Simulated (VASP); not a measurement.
## AlSn: electric field gradients with PBEsol

AlSn:

```xyz
2
Lattice="3.8142 0.0000 0.0000 -1.9071 3.3032 0.0000 0.0000 0.0000 3.0045" Properties=species:S:1:pos:R:3 pbc="T T T"
Al    0.0000    0.0000    0.0000
Sn    0.0000    2.2021    1.5022
```

* Program: VASP 6.6.1
* Task: electric field gradients
* Functional: PBEsol
* Potentials or basis: VASP PAW PBE potentials, release 64 (Al, Sn_d)
* Cutoff: 520 eV
* k mesh: 10 × 10 × 11
* Occupations: fermi-dirac, width 0.05 eV
* Spin: no spin polarisation
* Dipole correction: no
* Further INCAR settings: ALGO = Normal; EDIFF = 1e-08; NBANDS = 16

| Item | Value |
| --- | --- |
| Pressure | 24.2 GPa |
| Band gap on the k mesh | zero (an odd number of electrons rules out a gap without spin polarisation) |
| Largest electric field gradient by atom | Al +7.6; Sn +110.0 V/Å² |

Stress tensor (GPa, compression positive):
```
23.20  0.00  0.00
 0.00 23.20  0.00
 0.00  0.00 26.33
```

Levels at points of the mesh, in eV from the Fermi level:
| k point | band 5 | band 6 | band 7 | band 8 | band 9 | band 10 | band 11 | band 12 |
| --- | --- | --- | --- | --- | --- | --- | --- | --- |
| (0.00, 0.00, 0.00) | -21.32 | -12.55 | -0.32 | -0.32 | 2.27 | 3.28 | 3.35 | 3.35 |
| (0.50, 0.00, 0.00) | -21.32 | -10.02 | -7.77 | -2.48 | 0.60 | 5.67 | 8.09 | 8.10 |

Electric field gradients, principal values (V/Å²):
```tsv
atom	least	middle	greatest (by size)
1 Al	-3.785	-3.785	7.571
2 Sn	-55.007	-55.012	110.019
```

Run time: 71 s on 1 thread of AMD EPYC 7R13, with other jobs on the host, peak memory 0.15 GiB.

Caveat: the cell stands under pressure; without QUAD_EFG the Cq values of the log hold for a quadrupole moment of 1 mb, not for the nuclei; the PAW data sets were made with another functional, which shifts forces and pressure a little; spin-orbit coupling is left out, which moves the levels of the heavy elements.
